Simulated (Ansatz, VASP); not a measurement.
**WS2 in VASP and in Ansatz**

INCAR

```
PREC = Accurate
ENCUT = 520
EDIFF = 1E-7
ISMEAR = 0
SIGMA = 0.05
LREAL = False
LASPH = True
NELM = 80
ALGO = Normal
ISIF = 2
LWAVE = False
LCHARG = True
GGA = PS
LELF = True
LVHAR = True
NBANDS = 64
```

KPOINTS

```
Automatic mesh
0
Gamma
  12 12 1
```

Contents of POSCAR:

```
WS2
1.0
    3.1460316655      0.0000000000      0.0000000000
   -1.5730158327      2.7245433434      0.0000000000
    0.0000000000      0.0000000000     34.5959235656
W S
4 8
Direct
    0.6666666667      0.3333333333      0.4082577679
    0.6666666667      0.3333333333      0.7752182555
    0.3333333333      0.6666666667      0.2247817445
    0.3333333333      0.6666666667      0.5917422321
    0.6666666667      0.3333333333      0.1795000005
    0.6666666667      0.3333333333      0.5464305884
    0.3333333333      0.6666666667      0.3629459691
    0.3333333333      0.6666666667      0.7299024484
    0.6666666667      0.3333333333      0.2700975516
    0.6666666667      0.3333333333      0.6370540309
    0.3333333333      0.6666666667      0.4535694116
    0.3333333333      0.6666666667      0.8204999995
```

Input for Ansatz:

```yaml
crystal:
  lattice:
    - [3.1460316655, 0.0, 0.0]
    - [-1.5730158327, 2.7245433434, 0.0]
    - [0.0, 0.0, 34.5959235656]
  atoms:
    - { symbol: W, position: [0.6666666667, 0.3333333333, 0.4082577679] }
    - { symbol: W, position: [0.6666666667, 0.3333333333, 0.7752182555] }
    - { symbol: W, position: [0.3333333333, 0.6666666667, 0.2247817445] }
    - { symbol: W, position: [0.3333333333, 0.6666666667, 0.5917422321] }
    - { symbol: S, position: [0.6666666667, 0.3333333333, 0.1795000005] }
    - { symbol: S, position: [0.6666666667, 0.3333333333, 0.5464305884] }
    - { symbol: S, position: [0.3333333333, 0.6666666667, 0.3629459691] }
    - { symbol: S, position: [0.3333333333, 0.6666666667, 0.7299024484] }
    - { symbol: S, position: [0.6666666667, 0.3333333333, 0.2700975516] }
    - { symbol: S, position: [0.6666666667, 0.3333333333, 0.6370540309] }
    - { symbol: S, position: [0.3333333333, 0.6666666667, 0.4535694116] }
    - { symbol: S, position: [0.3333333333, 0.6666666667, 0.8204999995] }
basis:
  ecutwfc: 420
kpoints:
  mp_grid: { grid: [12, 12, 1] }
hamiltonian:
  xc: pbesol
scf:
  occupations: { method: gaussian, width: 0.05 }
output:
  forces: true
  stress: true
  eigenvalues: true
  write_density: true
  write_potential: true
  elf: true
  volumetric_format: npy
```

Alike in both runs: task single point; functional PBEsol; k mesh 12 × 12 × 1; occupations gaussian, width 0.05 eV; no spin polarisation.

```csv
,VASP,Ansatz
version,VASP 6.6.1,Ansatz 0.2.0
potentials or method,"VASP PAW PBE potentials, release 64 (W_sv, S), cutoff 520 eV","scalar-relativistic, plane waves, PAW"
valence electrons in the cell,104,104
```

|  | VASP | Ansatz | Ansatz less VASP |
| --- | --- | --- | --- |
| gap on the k mesh at the Fermi level (eV) | 1.26 | 1.24 | -0.014 |
| least direct gap on the mesh (eV) | 1.88 | 1.88 | -0.005 |
| rms of the force components (eV/Å) | 0.010 | 0.000 | -0.0102 |

VASP's potentials were made for PBE, not for PBEsol. Atom by atom the forces differ by 0.010 eV/Å (rms over components). Ansatz's warnings: xc potential rough in thin density.

Neither program's run includes spin-orbit coupling.
